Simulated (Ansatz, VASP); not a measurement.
## Bi in VASP and in Ansatz

```
Bi
1.0
     2.23685    1.29145    3.88478
    -2.23685    1.29145    3.88478
     0.00000   -2.58290    3.88478
Bi
2
Direct
  0.76600 0.76600 0.76600
  0.23400 0.23400 0.23400
```

Change from the starting cell: volume scaled by 0.96.

Alike in both runs: task single point; functional LDA; k mesh 7 × 7 × 7; occupations fermi-dirac, width 0.05 eV; no spin polarisation.

|  | VASP | Ansatz |
| --- | --- | --- |
| version | VASP 6.6.1 | Ansatz 0.2.0 |
| potentials or method | VASP PAW LDA potentials, release 64 (Bi_d), cutoff 520 eV | all-electron LAPW, scalar-relativistic |

Ansatz gave:

```
gap on the k mesh at the Fermi level (eV)                     : 0.29
least direct gap on the mesh (eV)                             : 0.55
pressure (GPa)                                                : 0.5
traceless stress, the component that is largest in VASP (GPa) : -0.34
rms of the force components (eV/Å)                            : 0.138
```

Q: Which values does VASP return?

A: gap on the k mesh at the Fermi level (eV): 0.29; least direct gap on the mesh (eV): 0.55; pressure (GPa): 0.6; traceless stress, the component that is largest in VASP (GPa): -0.36; rms of the force components (eV/Å): 0.151.

LDA's correlation is that of Perdew and Zunger in VASP and of Perdew and Wang (1992) in Ansatz. Atom by atom the forces differ by 0.013 eV/Å (rms over components). Ansatz ran all-electron here, and VASP with PAW potentials.

Neither program's run includes spin-orbit coupling.
